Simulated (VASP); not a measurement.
# Ag2O (Pn-3m) in VASP: notebook, part 2 of 2

VASP 6.6.1. Earlier steps stand in the parts before.

## 3. Single point, LDA

This run uses another cell than the first one, of 16.62 Å³/atom.

File INCAR:

```
SYSTEM = Ag2O
PREC = Accurate ; ENCUT = 600
EDIFF = 1E-6 ; ISMEAR = -1
SIGMA = 0.02 ; LREAL = .FALSE.
LASPH = .TRUE. ; NELM = 120
ALGO = Normal ; ISIF = 2
LWAVE = .FALSE. ; LCHARG = .TRUE.
GGA = CA ; LELF = .TRUE.
LVHAR = .TRUE. ; NBANDS = 37
GGA_COMPAT = .FALSE.
```

File KPOINTS:

```
regular mesh
0
G
  6 6 6
  0 0 0
```

File POSCAR:

```
Ag2O
1.0
    4.6368958039      0.0000000000      0.0000000000
    0.0000000000      4.6368958039      0.0000000000
    0.0000000000      0.0000000000      4.6368958039
Ag O
4 2
Direct
    0.2500000000      0.2500000000      0.2500000000
    0.2500000000      0.7500000000      0.7500000000
    0.7500000000      0.7500000000      0.2500000000
    0.7500000000      0.2500000000      0.7500000000
    0.0000000000      0.0000000000      0.0000000000
    0.5000000000      0.5000000000      0.5000000000
```

Potentials or basis: VASP PAW LDA potentials, release 64 (Ag, O).

On the command line:

```
cat potpaw_LDA.64/Ag/POTCAR potpaw_LDA.64/O/POTCAR > POTCAR
mpirun -np 1 vasp_std > vasp.out
```

OUTCAR:

```text
SYSTEM = Ag2O
   PREC = Accurate
   ENCUT = 600
   EDIFF = 1E-6
   ISMEAR = -1
   LREAL = .FALSE.
   LASPH = .TRUE.
   NELM = 120
   ISIF = 2
   GGA = CA

 ion  position               nearest neighbor table
   1  0.250  0.250  0.250-   5 2.01   6 2.01   4 3.28   2 3.28   3 3.28   2 3.28   4 3.28   2 3.28
                             3 3.28   2 3.28   3 3.28   4 3.28   4 3.28   3 3.28
   2  0.250  0.750  0.750-   5 2.01   6 2.01   4 3.28   1 3.28   3 3.28   1 3.28   3 3.28   1 3.28
                             4 3.28   1 3.28   3 3.28   4 3.28   3 3.28   4 3.28
   3  0.750  0.750  0.250-   5 2.01   6 2.01   4 3.28   1 3.28   2 3.28   2 3.28   4 3.28   1 3.28
                             4 3.28   4 3.28   1 3.28   2 3.28   2 3.28   1 3.28
   4  0.750  0.250  0.750-   5 2.01   6 2.01   3 3.28   1 3.28   2 3.28   1 3.28   3 3.28   2 3.28
                             3 3.28   3 3.28   1 3.28   2 3.28   1 3.28   2 3.28
   5  0.000  0.000  0.000-   1 2.01   2 2.01   3 2.01   4 2.01
   6  0.500  0.500  0.500-   1 2.01   2 2.01   3 2.01   4 2.01

  LATTYP: Found a simple cubic cell.
 ALAT       =     4.6368958039

  Lattice vectors:

 A1 = (   4.6368958039,   0.0000000000,   0.0000000000)
 A2 = (   0.0000000000,   4.6368958039,   0.0000000000)
 A3 = (   0.0000000000,   0.0000000000,   4.6368958039)

Analysis of symmetry for initial positions (statically):
=====================================================================
 Subroutine PRICEL returns:
 Original cell was already a primitive cell.

 Routine SETGRP: Setting up the symmetry group for a
 simple cubic supercell.

 Subroutine GETGRP returns: Found 48 space group operations
 (whereof 24 operations were pure point group operations)
 out of a pool of 48 trial point group operations.

The static configuration has the point symmetry T_d .
 The point group associated with its full space group is O_h .

Analysis of symmetry for dynamics (positions and initial velocities):
=====================================================================
 Subroutine PRICEL returns:
 Original cell was already a primitive cell.

[... 134 lines left out ...]
  Thomas-Fermi vector in A             =   2.478234
   LORBIT       =      0    0 simple, 1 ext, 2 COOP (PROOUT), +10 PAW based schemes
   GGA     = CA    functional components
   LHFCALC =     F    Hartree Fock is set to
   AEXX    =    0.0000 exact exchange contribution
   IVDW    =     0    specifies the selected vdW correction
   LEPSILON=     F    determine dielectric tensor
   LRPA    =     F    only Hartree local field effects (RPA)
 non-spin polarized calculation
  energy-cutoff  :      600.00
  volume of cell :       99.70
 maximum number of plane-waves:      3362
 NGX is ok and might be reduce to    40
   NGX = 19   NGY = 19   NGZ = 19

 number of electron      56.0000014 magnetization

 Free energy of the ion-electron system (eV)
  ---------------------------------------------------
  ext. energy  EPLUGINS =         0.00000000
  ---------------------------------------------------
  free energy    TOTEN  =       -26.68413255 eV

  energy without entropy =      -26.68399753  energy(sigma->0) =      -26.68406504

 E-fermi :   5.1526     XC(G=0): -11.3093

 val. band max:        5.0826505793   @ k =   0.0000   0.0000   0.0000
 cond. band min:       5.1986348602   @ k =   0.0000   0.0000   0.0000
 fundamental gap:      0.1159842809
 Fermi energy:         5.1525991937

 k-point     1 :       0.0000    0.0000    0.0000
  band No.  band energies     occupation
      1     -14.0912      2.00000
      2     -13.2404      2.00000
      3      -2.4387      2.00000
      4      -2.4387      2.00000
      5      -2.4387      2.00000
      6      -0.0294      2.00000
[... 789 lines left out ...]
     36      11.4934      0.00000
     37      17.9341      0.00000

------------------------ aborting loop because EDIFF is reached ----------------------------------------

  FORCE on cell =-STRESS in cart. coord.  units (eV):
  Direction    XX          YY          ZZ          XY          YZ          ZX
  --------------------------------------------------------------------------------------
  -------------------------------------------------------------------------------------
  Total        0.0191577      0.0191577      0.0191577      0.0000000      0.0000000      0.0000000
  in kB        0.3078736      0.3078736      0.3078736      0.0000000      0.0000000      0.0000000
  external PRESSURE =       0.3078736 kB  Pullay stress =       0.0000000 kB

 VOLUME and BASIS-vectors are now :
 -----------------------------------------------------------------------------
  energy-cutoff  :      600.00
  volume of cell :       99.70
      direct lattice vectors                 reciprocal lattice vectors
     4.636895804  0.000000000  0.000000000     0.215661521  0.000000000  0.000000000
     0.000000000  4.636895804  0.000000000     0.000000000  0.215661521  0.000000000
     0.000000000  0.000000000  4.636895804     0.000000000  0.000000000  0.215661521

 POSITION                                       TOTAL-FORCE (eV/Angst)
 -----------------------------------------------------------------------------------
      1.15922      1.15922      1.15922         0.000000     -0.000000      0.000000
      1.15922      3.47767      3.47767         0.000000     -0.000000      0.000000
      3.47767      3.47767      1.15922        -0.000000      0.000000     -0.000000
      3.47767      1.15922      3.47767         0.000000      0.000000     -0.000000
      0.00000      0.00000      0.00000         0.000000     -0.000000     -0.000000
      2.31845      2.31845      2.31845         0.000000     -0.000000     -0.000000
 -----------------------------------------------------------------------------------
    total drift:                                0.000000     -0.000000     -0.000000

  FREE ENERGIE OF THE ION-ELECTRON SYSTEM (eV)
  ---------------------------------------------------
  free  energy   TOTEN  =       -26.6841325487 eV

  energy  without entropy=      -26.6839975255  energy(sigma->0) =      -26.68406504
```

stdout:

```text
POSCAR found type information on POSCAR AgO
 POSCAR found :  2 types and       6 ions
 scaLAPACK will be used
 LDA part: xc-table for (Slater(with rela. corr.)+CA(PZ))
 , standard interpolation
 POSCAR, INCAR and KPOINTS ok, starting setup
 FFT: planning ... GRIDC
 FFT: planning ... GRID_SOFT
 FFT: planning ... GRID
 WAVECAR not read
 entering main loop
```

It took 2.8 min on 1 thread of Intel Xeon 8259CL, shared host; peak memory 0.24 GiB.

What came out:

```yaml
Free_energy: -26.6841 eV
Pressure: 0.0 GPa
Band_gap_on_the_k_mesh: 0.12 eV
```

## 4. Single point, PBEsol

This run uses another cell than the first one, of 17.38 Å³/atom.

File INCAR:

```
PREC     = Accurate       # precision mode
ENCUT    = 600            # plane-wave cutoff, eV
EDIFF    = 1E-6           # SCF threshold, eV
ISMEAR   = -1             # smearing method
SIGMA    = 0.02           # smearing width, eV
LREAL    = False          # projectors in reciprocal space
LASPH    = True           # aspherical terms in the spheres
NELM     = 120            # most SCF steps
ALGO     = Normal         # electronic algorithm
ISIF     = 2              # what is computed and relaxed
LWAVE    = False          # write WAVECAR
LCHARG   = True           # write CHGCAR
GGA      = PS             # functional
LELF     = True           # ELF
LVHAR    = True         
NBANDS   = 37             # bands
GGA_COMPAT= False
```

File KPOINTS:

```
regular mesh
0
Gamma
  6 6 6
```

Changes to POSCAR since step 3:

```diff
@@ -2,5 +2,5 @@
 1.0
-    4.6368958039      0.0000000000      0.0000000000
-    0.0000000000      4.6368958039      0.0000000000
-    0.0000000000      0.0000000000      4.6368958039
+    4.7067379458      0.0000000000      0.0000000000
+    0.0000000000      4.7067379458      0.0000000000
+    0.0000000000      0.0000000000      4.7067379458
 Ag O
```

Potentials or basis: VASP PAW PBE potentials, release 64 (Ag, O).

On the command line:

```
cat potpaw_PBE.64/Ag/POTCAR potpaw_PBE.64/O/POTCAR > POTCAR
mpirun -np 1 vasp_std > vasp.out
```

Wall time 2.6 min (1 thread of Intel Xeon 8259CL, shared host); peak memory 0.28 GiB.

The run converged. Its results:

```yaml
Free_energy: -23.9705 eV
Pressure: -0.3 GPa
Band_gap_on_the_k_mesh: zero (filled and empty bands touch)
```

Levels at points of the mesh, in eV from the Fermi level:
```tsv
k point	band 25	band 26	band 27	band 28	band 29	band 30	band 31	band 32
(0.00, 0.00, 0.00)	-2.67	-0.02	-0.02	-0.02	-0.02	1.86	1.86	7.24
(0.50, 0.00, 0.00)	-1.68	-1.68	-0.51	-0.51	2.03	2.03	4.63	4.63
(0.50, 0.50, 0.00)	-1.69	-1.69	-0.87	-0.87	1.99	1.99	3.68	3.68
(0.50, 0.50, 0.50)	-1.78	-0.73	-0.73	-0.73	2.42	2.42	2.42	4.83
```

Caveat: the PAW data sets were made with another functional, which shifts forces and pressure a little.

## 5. Single point, PBE

File INCAR:

```
PREC     = Accurate       # precision mode
ENCUT    = 600            # plane-wave cutoff, eV
EDIFF    = 1E-6           # SCF threshold, eV
ISMEAR   = -1             # smearing method
SIGMA    = 0.02           # smearing width, eV
LREAL    = F              # projectors in reciprocal space
LASPH    = T              # aspherical terms in the spheres
NELM     = 120            # most SCF steps
ALGO     = Normal         # electronic algorithm
ISIF     = 2              # what is computed and relaxed
LWAVE    = F              # write WAVECAR
LCHARG   = F              # write CHGCAR
GGA      = PE             # functional
NBANDS   = 37             # bands
GGA_COMPAT= F
```

File KPOINTS:

```
Automatic mesh
0
Gamma
  6 6 6
```

Changes to POSCAR since step 4:

```diff
@@ -2,5 +2,5 @@
 1.0
-    4.7067379458      0.0000000000      0.0000000000
-    0.0000000000      4.7067379458      0.0000000000
-    0.0000000000      0.0000000000      4.7067379458
+    4.7561179341      0.0000000000      0.0000000000
+    0.0000000000      4.7561179341      0.0000000000
+    0.0000000000      0.0000000000      4.7561179341
 Ag O
```

Potentials or basis: VASP PAW PBE potentials, release 64 (Ag, O).

On the command line:

```
cat potpaw_PBE.64/Ag/POTCAR potpaw_PBE.64/O/POTCAR > POTCAR
mpirun -np 1 vasp_std > vasp.out
```

OUTCAR:

```text
PREC = Accurate
   ENCUT = 600
   EDIFF = 1E-6
   ISMEAR = -1
   LREAL = F
   LASPH = T
   NELM = 120
   ISIF = 2
   GGA = PE

 ion  position               nearest neighbor table
   1  0.250  0.250  0.250-   5 2.06   6 2.06   4 3.36   2 3.36   3 3.36   2 3.36   4 3.36   2 3.36
                             3 3.36   2 3.36   3 3.36   4 3.36   4 3.36   3 3.36
   2  0.250  0.750  0.750-   5 2.06   6 2.06   4 3.36   1 3.36   3 3.36   1 3.36   3 3.36   1 3.36
                             4 3.36   1 3.36   3 3.36   4 3.36   3 3.36   4 3.36
   3  0.750  0.750  0.250-   5 2.06   6 2.06   4 3.36   1 3.36   2 3.36   2 3.36   4 3.36   1 3.36
                             4 3.36   4 3.36   1 3.36   2 3.36   2 3.36   1 3.36
   4  0.750  0.250  0.750-   5 2.06   6 2.06   3 3.36   1 3.36   2 3.36   1 3.36   3 3.36   2 3.36
                             3 3.36   3 3.36   1 3.36   2 3.36   1 3.36   2 3.36
   5  0.000  0.000  0.000-   1 2.06   2 2.06   3 2.06   4 2.06
   6  0.500  0.500  0.500-   1 2.06   2 2.06   3 2.06   4 2.06

  LATTYP: Found a simple cubic cell.
 ALAT       =     4.7561179341

  Lattice vectors:

 A1 = (   4.7561179341,   0.0000000000,   0.0000000000)
[... 186 lines left out ...]
 fundamental gap:      0.3302952100
 Fermi energy:         4.4325548785

 k-point     1 :       0.0000    0.0000    0.0000
  band No.  band energies     occupation
      1     -14.2960      2.00000
      2     -13.6503      2.00000
      3      -2.2603      2.00000
      4      -2.2603      2.00000
      5      -2.2603      2.00000
      6      -0.0843      2.00000
[... 789 lines left out ...]
     36      10.4591      0.00000
     37      17.1763      0.00000

------------------------ aborting loop because EDIFF is reached ----------------------------------------

  FORCE on cell =-STRESS in cart. coord.  units (eV):
  Direction    XX          YY          ZZ          XY          YZ          ZX
  --------------------------------------------------------------------------------------
  -------------------------------------------------------------------------------------
  Total        1.6871576      1.6871576      1.6871576      0.0000000      0.0000000     -0.0000000
  in kB       25.1251335     25.1251335     25.1251335      0.0000000      0.0000000     -0.0000000
  external PRESSURE =      25.1251335 kB  Pullay stress =       0.0000000 kB

 VOLUME and BASIS-vectors are now :
 -----------------------------------------------------------------------------
  energy-cutoff  :      600.00
  volume of cell :      107.59
      direct lattice vectors                 reciprocal lattice vectors
     4.756117934  0.000000000  0.000000000     0.210255510  0.000000000  0.000000000
     0.000000000  4.756117934  0.000000000     0.000000000  0.210255510  0.000000000
     0.000000000  0.000000000  4.756117934     0.000000000  0.000000000  0.210255510

 POSITION                                       TOTAL-FORCE (eV/Angst)
 -----------------------------------------------------------------------------------
      1.18903      1.18903      1.18903        -0.000000     -0.000000      0.000000
      1.18903      3.56709      3.56709         0.000000     -0.000000     -0.000000
      3.56709      3.56709      1.18903        -0.000000     -0.000000     -0.000000
      3.56709      1.18903      3.56709        -0.000000      0.000000     -0.000000
      0.00000      0.00000      0.00000         0.000000      0.000000      0.000000
      2.37806      2.37806      2.37806         0.000000      0.000000     -0.000000
 -----------------------------------------------------------------------------------
    total drift:                                0.000000     -0.000000     -0.000000

  FREE ENERGIE OF THE ION-ELECTRON SYSTEM (eV)
  ---------------------------------------------------
  free  energy   TOTEN  =       -21.4314553119 eV

  energy  without entropy=      -21.4309798796  energy(sigma->0) =      -21.43121760
```

OSZICAR:

```text
N       E                     dE             d eps       ncg     rms          rms(c)
DAV:   1     0.417688934948E+03    0.41769E+03   -0.30891E+04  1480   0.163E+03
DAV:   2    -0.172170629616E+01   -0.41941E+03   -0.39923E+03  1588   0.359E+02
DAV:   3    -0.252908750353E+02   -0.23569E+02   -0.23270E+02  1636   0.842E+01
DAV:   4    -0.255251475402E+02   -0.23427E+00   -0.23409E+00  1575   0.899E+00
DAV:   5    -0.255266254438E+02   -0.14779E-02   -0.14778E-02  1638   0.705E-01    0.201E+01
DAV:   6    -0.217215971007E+02    0.38050E+01   -0.18621E+01  1751   0.327E+01    0.123E+01
DAV:   7    -0.214529558343E+02    0.26864E+00   -0.22613E+00  1550   0.118E+01    0.875E+00
DAV:   8    -0.215225891467E+02   -0.69633E-01   -0.12182E+00  1560   0.557E+00    0.341E+00
DAV:   9    -0.214307043461E+02    0.91885E-01   -0.26846E-01  1752   0.312E+00    0.507E-01
DAV:  10    -0.214315162823E+02   -0.81194E-03   -0.20808E-02  1500   0.848E-01    0.212E-01
DAV:  11    -0.214314511559E+02    0.65126E-04   -0.29775E-04  1685   0.954E-02    0.163E-01
DAV:  12    -0.214314644831E+02   -0.13327E-04   -0.15407E-04  1523   0.839E-02    0.307E-02
DAV:  13    -0.214314545164E+02    0.99667E-05   -0.35539E-05  1917   0.539E-02    0.191E-02
DAV:  14    -0.214314553119E+02   -0.79547E-06   -0.76827E-06  1472   0.157E-02
   1 F= -.21431455E+02 E0= -.21431218E+02  d E =-.475432E-03
```

Run time: 2.6 min. Hardware: 1 thread of Intel Xeon 8259CL, shared host; peak memory 0.28 GiB.

What came out:

```yaml
Free_energy: -21.4315 eV
Pressure: 2.5 GPa
Band_gap_on_the_k_mesh: zero (filled and empty bands touch)
```

## 6. The runs side by side

```csv
level,potentials or basis,cell,k mesh,cutoff (eV),grid for exact exchange (PRECFOCK),share of exact exchange,screening parameter,gap on the mesh (eV),pressure (GPa)
HSE06,"VASP PAW PBE potentials, release 64 (Ag, O)","a = 4.756 Å, 6 atoms",4 × 4 × 4,520,Normal,0.25,0.2079 1/Å,1.15,1.7
LDA,"VASP PAW LDA potentials, release 64 (Ag, O)","a = 4.637 Å, 6 atoms",6 × 6 × 6,600,-,-,-,0.12,0.0
PBEsol,"VASP PAW PBE potentials, release 64 (Ag, O)","a = 4.707 Å, 6 atoms",6 × 6 × 6,600,-,-,-,none,-0.3
PBE,"VASP PAW PBE potentials, release 64 (Ag, O)","a = 4.756 Å, 6 atoms",6 × 6 × 6,600,-,-,-,none,2.5
```

Alike in all rows: task single point; no spin polarisation; smearing fermi-dirac 0.02 eV.

Caveats: the PAW data sets were made with another functional, which shifts forces and pressure a little (at least some runs).

Total energies depend on the potentials used, so only differences within one code and one set of settings carry meaning.
